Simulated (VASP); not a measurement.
Write the native input for VASP 6.6.1 that does the following.

* Task: single point
* Functional: PBE
* Potentials or basis: VASP PAW PBE potentials, release 64 (Ti_sv, Cl, H)
* Cutoff: 400 eV
* k mesh: 2 × 2 × 1
* Occupations: fermi-dirac, width 0.15 eV
* Spin: no spin polarisation
* Dipole correction: no
* Further INCAR settings: ALGO = Normal; EDIFF = 1e-06; NBANDS = 115; NELMDL = -8

The structure of Ti16HCl lies in POSCAR:

```
Ti16HCl
1.0
    5.9000000000      0.0000000000      0.0000000000
    2.9500000000      5.1095500000      0.0000000000
    0.0000000000      0.0000000000     22.0269000000
Ti Cl H
16 1 1
Direct
   -0.1666682976      0.3333365952      0.0453990348
    0.3333317024      0.3333365952      0.0453990348
   -0.1666707440      0.8333414880      0.0453990348
    0.3333292560      0.8333414880      0.0453990348
    0.0000000000      0.0000000000      0.1412046180
    0.5000000000      0.0000000000      0.1412046180
   -0.0000024464      0.5000048928      0.1412046180
    0.4999975536      0.5000048928      0.1412046180
   -0.1667002764      0.3334344512      0.2620205294
    0.3333636812      0.3332387392      0.2620523088
   -0.1668037152      0.8333023456      0.2620432290
    0.3334817984      0.8333414880      0.2620296093
    0.0000632551     -0.0000587136      0.3555470811
    0.4999536941      0.0000587136      0.3557241373
    0.0001018706      0.4999657504      0.3556741984
    0.4998860731      0.5000244640      0.3556106397
    0.8174108349      0.6762630760      0.5732082136
    0.6116312983      0.6847374035      0.5957034353
```

These files were run (other wordings do the same):

INCAR

```
SYSTEM = Ti16HCl
ALGO     = Normal         ! electronic algorithm
EDIFF    = 1E-6           ! SCF threshold, eV
ENCUT    = 400            ! plane-wave cutoff, eV
GGA      = PE             ! functional
GGA_COMPAT= .False.      
ISIF     = 2              ! what is computed and relaxed
ISMEAR   = -1             ! smearing method
LASPH    = .True.         ! aspherical terms in the spheres
LCHARG   = .True.         ! write CHGCAR
LELF     = .True.         ! ELF
LREAL    = .False.        ! projectors in reciprocal space
LVHAR    = .True.       
LWAVE    = .False.        ! write WAVECAR
NBANDS   = 115            ! bands
NELM     = 120            ! most SCF steps
NELMDL   = -8           
PREC     = Accurate       ! precision mode
SIGMA    = 0.15           ! smearing width, eV
```

KPOINTS

```
k-points
0
Gamma
  2 2 1
  0 0 0
```

Potentials or basis: VASP PAW PBE potentials, release 64 (Ti_sv, Cl, H).

Run with:

```sh
$ cat potpaw_PBE.64/Ti_sv/POTCAR potpaw_PBE.64/Cl/POTCAR potpaw_PBE.64/H/POTCAR > POTCAR
$ mpirun -np 1 vasp_std > vasp.out
```

Results of the run:

The largest force is 0.909 eV/Å and the band gap on the k mesh is zero (bands 100 and 101 overlap by 0.67 eV).

Caveat: the k points lie up to 0.61 Å⁻¹ apart, too coarse for converged energies and pressures of a metal; there is no dipole correction, which matters where the two faces differ.

Run time: 23 min on 1 thread of Oxide Virtual Turin-like Processor (shared host), peak memory 0.58 GiB.
